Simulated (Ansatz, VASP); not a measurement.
## Two plane-wave programs on Zr3O

INCAR

```
SYSTEM = Zr3O
PREC = Accurate
ENCUT = 520
EDIFF = 1E-6
ISMEAR = 0
SIGMA = 0.15
LREAL = .False.
LASPH = .True.
NELM = 60
ALGO = Normal
ISIF = 2
LWAVE = .False.
LCHARG = .False.
GGA = PS
NBANDS = 52
```

File KPOINTS:

```
Automatic mesh
0
Gamma
  9 9 8
  0 0 0
```

Contents of POSCAR:

```
Zr3O
1.0
    5.5250015459      0.0000000000      0.0000000000
   -2.7625007729      4.7847916947      0.0000000000
    0.0000000000      0.0000000000      5.2669839737
Zr O
6 2
Direct
    0.3529025719      0.0000000000      0.0000000000
    0.3529025719      0.3529025719      0.5000000000
    0.0000000000      0.3529025719      0.0000000000
    0.6470974281      0.0000000000      0.5000000000
    0.6470974281      0.6470974281      0.0000000000
    0.0000000000      0.6470974281      0.5000000000
    0.3333333333      0.6666666667      0.2500000000
    0.6666666667      0.3333333333      0.7500000000
```

Input for Ansatz:

```yaml
crystal:
  lattice:
    - [5.5250015459, 0.0, 0.0]
    - [-2.7625007729, 4.7847916947, 0.0]
    - [0.0, 0.0, 5.2669839737]
  atoms:
    - { symbol: Zr, position: [0.3529025719, 0.0, 0.0] }
    - { symbol: Zr, position: [0.3529025719, 0.3529025719, 0.5] }
    - { symbol: Zr, position: [0.0, 0.3529025719, 0.0] }
    - { symbol: Zr, position: [0.6470974281, 0.0, 0.5] }
    - { symbol: Zr, position: [0.6470974281, 0.6470974281, 0.0] }
    - { symbol: Zr, position: [0.0, 0.6470974281, 0.5] }
    - { symbol: O, position: [0.3333333333, 0.6666666667, 0.25] }
    - { symbol: O, position: [0.6666666667, 0.3333333333, 0.75] }
basis:
  ecutwfc: 520.0
kpoints:
  mp_grid: { grid: [9, 9, 8] }
hamiltonian:
  xc: pbesol
  pseudopotentials: { kind: paw, azcp: { folder: soft_1 } }
scf:
  occupations: { method: gaussian, width: 0.15 }
output:
  forces: true
  stress: true
  eigenvalues: true
```

Alike in both runs: task single point; functional PBEsol; k mesh 9 × 9 × 8; occupations gaussian, width 0.15 eV; no spin polarisation.

|  | VASP | Ansatz |
| --- | --- | --- |
| version | VASP 6.6.1 | Ansatz 0.2.0 |
| potentials or method | VASP PAW PBE potentials, release 64 (Zr_sv, O), cutoff 520 eV | scalar-relativistic, plane waves, PAW |
| valence electrons in the cell | 84 | 84 |

Ansatz gave:

```
gap on the k mesh at the Fermi level (eV)                     : none
pressure (GPa)                                                : 2.6
traceless stress, the component that is largest in VASP (GPa) : -3.01
rms of the force components (eV/Å)                            : 0.474
```

Question: Which values does VASP return?

Answer: gap on the k mesh at the Fermi level (eV): none; pressure (GPa): 2.8; traceless stress, the component that is largest in VASP (GPa): -2.99; rms of the force components (eV/Å): 0.481.

VASP's potentials were made for PBE, not for PBEsol, and Ansatz warns of the same on its side. Atom by atom the forces differ by 0.007 eV/Å (rms over components). A gap of «none» marks a metal or a gap that the smearing closes. With one functional, cell and mesh, what is left measures potentials, basis and numerics.
